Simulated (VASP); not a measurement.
Ni3Hg:

```xyz
4
Lattice="3.7449 0.0000 0.0000 0.0000 3.7449 0.0000 0.0000 0.0000 3.7449" Properties=species:S:1:pos:R:3 pbc="T T T"
Ni    0.0000    1.8725    1.8725
Ni    1.8725    0.0000    1.8725
Ni    1.8725    1.8725    0.0000
Hg    0.0000    0.0000    0.0000
```

Base run:

| Quantity | Value |
| --- | --- |
| Program | VASP 6.6.1 |
| Functional | revPBE |
| Potentials or basis | VASP PAW PBE potentials, release 64 (Ni, Hg) |
| Cutoff | 600 eV |
| k mesh | 6 × 6 × 6 |
| Occupations | fermi-dirac, width 0.15 eV |
| Spin | collinear spin, ferromagnetic start |
| Starting moments | [1.5, 1.5, 1.5, 0.0] μB |

Its results: pressure 5.8 GPa; net moment 0.73 μB per cell; site moments Ni +0.25; Hg -0.01 μB.

Problem. The run is repeated on the same cell with these changes: functional from revPBE to PBEsol. What comes out?

Solution. Pressure -6.0 GPa; net moment 0.61 μB per cell; site moments Ni +0.21; Hg -0.01 μB.

PBEsol binds more tightly than revPBE, so the same cell stands under less pressure.

Caveats: the PAW data sets were made with another functional, which shifts forces and pressure a little; the cell stands under pressure (at least some runs); the cell stands under tension (at least some runs).
